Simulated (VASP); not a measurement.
# W (P6/mmm) in VASP: further runs

The runs below take W through single point, relaxation of cell and atoms, with PBE.

Everything below comes from runs of VASP 6.6.1. Logs are shortened: lines on timing, memory, paths and dates and some standing lists are left out, and cuts for length are marked.

## 1. The cell of the first run

It takes space group P6/mmm (No. 191, hexagonal). The conventional cell has a = 4.638 Å, b = 4.638 Å, c = 2.586 Å, α = 90.00°, β = 90.00°, γ = 120.00°. Within 3.4 Å of W (site symmetry 6/mmm) lie 14 W at 2.59 to 2.97 Å. W (site symmetry -6m2) has 11 W at 2.59 to 2.97 Å within 3.4 Å.

This isn't the form of W at room conditions, which is bcc.

## 2. Single point, PBE

INCAR

```
PREC = Accurate
ENCUT = 520
EDIFF = 1E-6
ISMEAR = -1
SIGMA = 0.08
LREAL = False
LASPH = True
NELM = 80
ALGO = Normal
ISIF = 2
LWAVE = False
LCHARG = False
GGA = PE
NBANDS = 28
```

KPOINTS

```
Automatic mesh
0
Gamma
  8 8 11
```

POSCAR

```
W
1.0
    4.6379062502      0.0000000000      0.0000000000
   -2.3189531251      4.0165446331      0.0000000000
    0.0000000000      0.0000000000      2.5856530505
W
3
Direct
    0.0000000000      0.0000000000      0.0000000000
    0.3333333333      0.6666666667      0.5000000000
    0.6666666667      0.3333333333      0.5000000000
```

Potentials or basis: VASP PAW PBE potentials, release 64 (W_sv).

Started as:

```
cat potpaw_PBE.64/W_sv/POTCAR > POTCAR
mpirun -np 1 vasp_std > vasp.out
```

OUTCAR:

```text
PREC = Accurate
   ENCUT = 520
   EDIFF = 1E-6
   ISMEAR = -1
   LREAL = False
   LASPH = True
   NELM = 80
   ISIF = 2
   GGA = PE

 ion  position               nearest neighbor table
   1  0.000  0.000  0.000-   2 2.97   3 2.97   2 2.97   3 2.97   3 2.97   3 2.97   2 2.97   2 2.97
                             3 2.97   3 2.97   2 2.97   2 2.97
   2  0.333  0.667  0.500-   3 2.68   3 2.68   3 2.68   1 2.97   1 2.97   1 2.97   1 2.97   1 2.97
                             1 2.97
   3  0.667  0.333  0.500-   2 2.68   2 2.68   2 2.68   1 2.97   1 2.97   1 2.97   1 2.97   1 2.97
                             1 2.97

  LATTYP: Found a hexagonal cell.
 ALAT       =     4.6379062502
 C/A-ratio  =     0.5575043804

  Lattice vectors:

 A1 = (   4.6379062502,   0.0000000000,   0.0000000000)
 A2 = (  -2.3189531251,   4.0165446331,   0.0000000000)
 A3 = (   0.0000000000,   0.0000000000,   2.5856530505)

Analysis of symmetry for initial positions (statically):
=====================================================================
 Subroutine PRICEL returns:
 Original cell was already a primitive cell.

 Routine SETGRP: Setting up the symmetry group for a
 hexagonal supercell.

 Subroutine GETGRP returns: Found 24 space group operations
 (whereof 24 operations were pure point group operations)
 out of a pool of 24 trial point group operations.

The static configuration has the point symmetry D_6h.

Analysis of symmetry for dynamics (positions and initial velocities):
=====================================================================
 Subroutine PRICEL returns:
 Original cell was already a primitive cell.

 Routine SETGRP: Setting up the symmetry group for a
 hexagonal supercell.

 Subroutine GETGRP returns: Found 24 space group operations
 (whereof 24 operations were pure point group operations)
 out of a pool of 24 trial point group operations.

The dynamic configuration has the point symmetry D_6h.

 Subroutine INISYM returns: Found 24 space group operations
 (whereof 24 operations are pure point group operations),
 and found     1 'primitive' translations

----------------------------------------------------------------------------------------

                                     Primitive cell

  volume of cell :      48.1665

  direct lattice vectors                    reciprocal lattice vectors
     4.637906250  0.000000000  0.000000000     0.215614535  0.124485110  0.000000000
    -2.318953125  4.016544633  0.000000000     0.000000000  0.248970220  0.000000000
     0.000000000  0.000000000  2.585653050     0.000000000  0.000000000  0.386749491

  length of vectors
     4.637906250  4.637906250  2.585653050     0.248970220  0.248970220  0.386749491

  position of ions in fractional coordinates (direct lattice)
     0.000000000  0.000000000  0.000000000
     0.333333333  0.666666667  0.500000000
     0.666666667  0.333333333  0.500000000

  ion indices of the primitive-cell ions
   primitive index   ion index
                 1           1
                 2           2
                 3           3

----------------------------------------------------------------------------------------

 KPOINTS: Automatic mesh

Automatic generation of k-mesh.
 Grid dimensions read from file:
 generate k-points for:    8    8   11

 Generating k-lattice:

  Cartesian coordinates                     Fractional coordinates (reciprocal lattice)
     0.026951817  0.015560639  0.000000000     0.125000000  0.000000000  0.000000000
     0.000000000  0.031121277  0.000000000     0.000000000  0.125000000  0.000000000
     0.000000000  0.000000000  0.035159045     0.000000000  0.000000000  0.090909091

  Length of vectors
     0.031121277  0.031121277  0.035159045

  Shift w.r.t. Gamma in fractional coordinates (k-lattice)
     0.000000000  0.000000000  0.000000000

 Subroutine IBZKPT returns following result:
 ===========================================

 Found     60 irreducible k-points:

 Following reciprocal coordinates:
            Coordinates               Weight
  0.000000  0.000000  0.000000      1.000000
  0.125000 -0.000000  0.000000      6.000000
  0.250000 -0.000000  0.000000      6.000000
  0.375000 -0.000000  0.000000      6.000000
  0.500000 -0.000000  0.000000      3.000000
  0.125000  0.125000  0.000000      6.000000
[... 16 lines left out ...]
  0.250000 -0.000000  0.181818     12.000000
  0.375000 -0.000000  0.181818     12.000000
 [... further k-points ...]
   k-points           NKPTS =     60   k-points in BZ     NKDIM =     60   number of bands    NBANDS=     28
   number of dos      NEDOS =    301   number of ions     NIONS =      3
   total plane-waves  NPLWV =  25920
   dimension x,y,z NGX =    36 NGY =   36 NGZ =   20
   dimension x,y,z NGXF=    72 NGYF=   72 NGZF=   40
   ions per type =               3
   NGX,Y,Z   is equivalent  to a cutoff of  12.90, 12.90, 12.86 a.u.
   NGXF,Y,Z  is equivalent  to a cutoff of  25.81, 25.81, 25.72 a.u.
 SYSTEM =  unknown system
   PREC   = accura    normal or accurate (medium, high low for compatibility)
   ISTART =      0    job   : 0-new  1-cont  2-samecut
   ICHARG =      2    charge: 1-file 2-atom 10-const
   ISPIN  =      1    spin polarized calculation?
   LNONCOLLINEAR =      F non collinear calculations
   LSORBIT =      F    spin-orbit coupling
   LASPH  =      T    aspherical Exc in radial PAW
   ENCUT  =  520.0 eV  38.22 Ry    6.18 a.u.   8.62  8.62  4.81*2*pi/ulx,y,z
   NELM   =     80;   NELMIN=  2; NELMDL= -5     # of ELM steps
   EDIFF  = 0.1E-05   stopping-criterion for ELM
   LREAL  =      F    real-space projection
   EDIFFG = 0.1E-04   stopping-criterion for IOM
   NSW    =      0    number of steps for IOM
   IBRION =     -1    ionic relax: 0-MD 1-quasi-New 2-CG
   NFREE  =      0    steps in history (QN), initial steepest desc. (CG)
   ISIF   =      2    stress and relaxation
   ISYM   =      2    0-nonsym 1-usesym 2-fastsym
   POTIM  = 0.5000    time-step for ionic-motion
   TEBEG  =    0.0;   TEEND  =   0.0 temperature during run
   PSTRESS=    0.0 pullay stress
   NELECT =      42.0000    total number of electrons
   NUPDOWN=      -1.0000    fix difference up-down
   EMIN   =  10.00;   EMAX   =-10.00  energy-range for DOS
   EFERMI =   0.00;   METHOD = LEGACY
   ISMEAR =    -1;   SIGMA  =   0.08  broadening in eV -4-tet -1-fermi 0-gaus
   EFERMI_NEDOS =   21; number of points for ismear=-14 and -15
   IALGO  =     38    algorithm
   IMIX   =      4    mixing-type and parameters
     AMIX     =   0.40;   BMIX     =  1.00
     AMIX_MAG =   1.60;   BMIX_MAG =  1.00
  volume/ion in A,a.u.               =      16.06       108.35
  Fermi-wavevector in a.u.,A,eV,Ry     =   1.564022  2.955574 33.282113  2.446166
  Thomas-Fermi vector in A             =   2.666708
   LORBIT       =      0    0 simple, 1 ext, 2 COOP (PROOUT), +10 PAW based schemes
   GGA     = PE    functional components
   LHFCALC =     F    Hartree Fock is set to
   AEXX    =    0.0000 exact exchange contribution
   IVDW    =     0    specifies the selected vdW correction
   LEPSILON=     F    determine dielectric tensor
   LRPA    =     F    only Hartree local field effects (RPA)
 non-spin polarized calculation
  energy-cutoff  :      520.00
  volume of cell :       48.17
 maximum number of plane-waves:      1318
 NGX is ok and might be reduce to    36
   NGX = 17   NGY = 17   NGZ =  9

 number of electron      42.0000013 magnetization

 Free energy of the ion-electron system (eV)
  ---------------------------------------------------
  ext. energy  EPLUGINS =         0.00000000
  ---------------------------------------------------
  free energy    TOTEN  =       -37.21193375 eV

  energy without entropy =      -37.12402343  energy(sigma->0) =      -37.16797859

 E-fermi :  11.0330     XC(G=0): -13.5418

 val. band max:       11.0274773865   @ k =   0.3750  -0.0000   0.2727
 cond. band min:      11.0360339268   @ k =   0.2500  -0.0000   0.4545
 fundamental gap:      0.0085565402
 Fermi energy:        11.0330005655

 k-point     1 :       0.0000    0.0000    0.0000
  band No.  band energies     occupation
      1     -62.9175      2.00000
      2     -62.7652      2.00000
      3     -62.6598      2.00000
      4     -27.3606      2.00000
      5     -27.3606      2.00000
      6     -27.2732      2.00000
[... 20 lines left out ...]
     27      16.5698      0.00000
     28      16.5698      0.00000

 k-point     2 :       0.1250   -0.0000    0.0000
  band No.  band energies     occupation
      1     -62.9155      2.00000
      2     -62.7632      2.00000
      3     -62.6639      2.00000
      4     -27.4553      2.00000
      5     -27.4265      2.00000
      6     -27.1685      2.00000
[... 20 lines left out ...]
     27      16.1926      0.00000
     28      16.5135      0.00000

 k-point     3 :       0.2500   -0.0000    0.0000
  band No.  band energies     occupation
      1     -62.9110      2.00000
      2     -62.7568      2.00000
      3     -62.6751      2.00000
      4     -27.5584      2.00000
      5     -27.4390      2.00000
      6     -27.0378      2.00000
[... 20 lines left out ...]
     27      15.3179      0.00000
     28      16.3406      0.00000

 k-point     4 :       0.3750   -0.0000    0.0000
  band No.  band energies     occupation
      1     -62.9066      2.00000
      2     -62.7465      2.00000
      3     -62.6899      2.00000
      4     -27.6265      2.00000
      5     -27.3568      2.00000
      6     -27.0130      2.00000
[... 578 lines left out ...]
     27      15.0723      0.00000
     28      15.4555      0.00000

 k-point    23 :       0.2500   -0.0000    0.1818
  band No.  band energies     occupation
      1     -62.8746      2.00000
      2     -62.7237      2.00000
      3     -62.6408      2.00000
      4     -27.4666      2.00000
      5     -27.3656      2.00000
      6     -27.0040      2.00000
[... 20 lines left out ...]
     27      14.2390      0.00000
     28      15.4678      0.00000

 k-point    24 :       0.3750   -0.0000    0.1818
  band No.  band energies     occupation
      1     -62.8714      2.00000
      2     -62.7122      2.00000
      3     -62.6556      2.00000
      4     -27.5272      2.00000
      5     -27.3048      2.00000
      6     -27.0412      2.00000
[... 20 lines left out ...]
     27      14.3366      0.00000
     28      15.8170      0.00000

 [... further k-points ...]

------------------------ aborting loop because EDIFF is reached ----------------------------------------

  FORCE on cell =-STRESS in cart. coord.  units (eV):
  Direction    XX          YY          ZZ          XY          YZ          ZX
  --------------------------------------------------------------------------------------
  -------------------------------------------------------------------------------------
  Total        2.7627680      2.7627680      2.9370507      0.0000000     -0.0000000      0.0000000
  in kB       91.8988746     91.8988746     97.6960973      0.0000000     -0.0000000      0.0000000
  external PRESSURE =      93.8312821 kB  Pullay stress =       0.0000000 kB

 VOLUME and BASIS-vectors are now :
 -----------------------------------------------------------------------------
  energy-cutoff  :      520.00
  volume of cell :       48.17
      direct lattice vectors                 reciprocal lattice vectors
     4.637906250  0.000000000  0.000000000     0.215614535  0.124485110  0.000000000
    -2.318953125  4.016544633  0.000000000     0.000000000  0.248970220  0.000000000
     0.000000000  0.000000000  2.585653050     0.000000000  0.000000000  0.386749491

 POSITION                                       TOTAL-FORCE (eV/Angst)
 -----------------------------------------------------------------------------------
      0.00000      0.00000      0.00000         0.000000      0.000000     -0.000000
     -0.00000      2.67770      1.29283        -0.000000      0.000000      0.000000
      2.31895      1.33885      1.29283         0.000000     -0.000000     -0.000000
 -----------------------------------------------------------------------------------
    total drift:                                0.000000      0.000000     -0.000000

  FREE ENERGIE OF THE ION-ELECTRON SYSTEM (eV)
  ---------------------------------------------------
  free  energy   TOTEN  =       -37.2119337511 eV

  energy  without entropy=      -37.1240234321  energy(sigma->0) =      -37.16797859
```

It took 23 s on 1 thread of Intel Xeon 6975P-C (Granite Rapids), shared host; peak memory 0.2 GiB.

What came out:

* Free energy: -37.2119 eV
* Pressure: 9.4 GPa
* Band gap on the k mesh: zero (bands 21 and 22 overlap by 0.70 eV)

Caveat: the cell stands under pressure; spin-orbit coupling is left out, which moves the levels of the heavy elements.

[end of part 1 of 2]
